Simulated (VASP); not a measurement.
BN: single point with PBE+D3(BJ)

The system is BN, a slab with vacuum.

```
B N
1.0
     2.48000    0.00000    0.00000
    -1.24000    2.14774    0.00000
     0.00000    0.00000   26.00000
B N
1 1
Direct
  0.00000 0.00000 0.51923
  0.66667 0.33333 0.48077
```

| Quantity | Value |
| --- | --- |
| Program | VASP 6.6.1 |
| Task | single point |
| Functional | PBE |
| Dispersion | D3(BJ) |
| Potentials or basis | VASP PAW PBE potentials, release 64 (B, N) |
| Cutoff | 520 eV |
| k mesh | 12 × 12 × 1 |
| Occupations | gaussian, width 0.02 eV |
| Spin | no spin polarisation |
| Dipole correction | yes |
| Further INCAR settings | ALGO = Normal; EDIFF = 1e-07; NBANDS = 11 |

| Property | Result |
| --- | --- |
| Largest force | 7.343 eV/Å |
| Band gap on the k mesh | zero (bands 4 and 5 overlap by 1.40 eV) |
| Dispersion energy per atom | -0.077 eV |

Forces in eV/Å, atoms in the order of the input:
```
B    0.000  0.000 -7.343
N    0.000  0.000  7.343
```

Levels at points of the mesh, in eV from the Fermi level:
| k point | band 1 | band 2 | band 3 | band 4 | band 5 | band 6 | band 7 | band 8 | band 9 |
| --- | --- | --- | --- | --- | --- | --- | --- | --- | --- |
| (0.00, 0.00, 0.00) | -17.27 | -6.99 | -1.10 | 1.40 | 1.40 | 4.44 | 5.36 | 6.30 | 7.03 |
| (0.50, 0.00, 0.00) | -13.52 | -7.72 | -2.77 | -1.00 | 0.32 | 4.61 | 9.25 | 9.48 | 11.45 |

Run time: 29 s on 1 thread of AMD EPYC 9R45 96-Core Processor (Zen 5) (shared host), peak memory 0.21 GiB.
